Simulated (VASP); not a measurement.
Crystal: TaN.

```
CELL_PARAMETERS angstrom
2.89829 0.00000 0.00000
-1.44915 2.50999 0.00000
0.00000 0.00000 2.84404
ATOMIC_POSITIONS crystal
Ta 0.00000 0.00000 0.50000
N 0.66667 0.33333 0.00000
```

This cell differs from its parent crystal: volume scaled by 0.96.

Program: VASP 6.6.1. Alike in all runs: task single point; no spin polarisation; cell as given; k mesh 10 × 10 × 9; cutoff (eV) 520; smearing fermi-dirac 0.05 eV.

Q: Order these runs on this cell by their pressure, lowest first.
A. level r2SCAN; potentials or basis VASP PAW PBE potentials, release 64 (Ta_pv, N)
B. level PBE; potentials or basis VASP PAW PBE potentials, release 64 (Ta_pv, N)
C. level LDA; potentials or basis VASP PAW LDA potentials, release 64 (Ta_pv, N)
D. level PBEsol; potentials or basis VASP PAW PBE potentials, release 64 (Ta_pv, N)

A: C (5.3 GPa), D (11.4 GPa), A (17.7 GPa), B (21.5 GPa).

Caveats: the PAW data sets were made with another functional, which shifts forces and pressure a little (some runs).
